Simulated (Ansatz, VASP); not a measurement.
Si in VASP and in Ansatz

```xyz
4
Lattice="3.8439 0.0000 0.0000 -1.9219 3.3289 0.0000 0.0000 0.0000 6.3058" Properties=species:S:1:pos:R:3 pbc="T T T"
Si    0.0000    2.2193    0.0001
Si    1.9219    1.1096    3.1529
Si    0.0000    2.2193    2.3583
Si    1.9219    1.1096    5.5112
```

Change from the starting cell: strained cell.

Alike in both runs: task relaxation of the atoms; functional PBEsol; k mesh 9 × 9 × 6; occupations gaussian, width 0.01 eV; no spin polarisation.

```csv
,VASP,Ansatz
version,VASP 6.6.1,Ansatz 0.2.0
potentials or method,"VASP PAW PBE potentials, release 64 (Si), cutoff 520 eV","scalar-relativistic, plane waves, PAW"
valence electrons in the cell,16,16
```

VASP gave:

* gap on the k mesh at the Fermi level, each at its own relaxed structure (eV): 0.32

Estimate Ansatz's values.

gap on the k mesh at the Fermi level, each at its own relaxed structure (eV): 0.33.

VASP's potentials were made for PBE, not for PBEsol, and Ansatz warns of the same on its side. Ansatz's warnings: stress scf threshold loose.
